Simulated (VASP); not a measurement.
Crystal: BP.

```
P B
1.0
     0.00000    2.25377    2.25377
     2.25377    0.00000    2.25377
     2.25377    2.25377    0.00000
P B
1 1
Cartesian
  3.3807 3.3807 3.3807
  0.0000 0.0000 0.0000
```

Program: VASP 6.6.1. Alike in all runs: task single point; potentials or basis VASP PAW PBE potentials, release 64 (P, B); no spin polarisation; cell as given; smearing fermi-dirac 0.05 eV.

Question: Order these runs on this cell by their pressure, lowest first.
A. level PBE0; k mesh 5 × 5 × 5; cutoff (eV) 520; grid for exact exchange (PRECFOCK) Normal; share of exact exchange 0.25
B. level PBE+D3(BJ); k mesh 10 × 10 × 10; cutoff (eV) 520
C. level HF; k mesh 5 × 5 × 5; cutoff (eV) 520; grid for exact exchange (PRECFOCK) Normal; share of exact exchange 1
D. level b88 exchange, pbe correlation; k mesh 10 × 10 × 10; cutoff (eV) 500

Answer: B (-0.3 GPa), A (1.5 GPa), D (4.7 GPa), C (7.8 GPa).

Caveats: some runs use coarse meshes; the PAW data sets were made with another functional, which shifts forces and pressure a little (at least some runs); the cell stands under pressure (at least some runs).
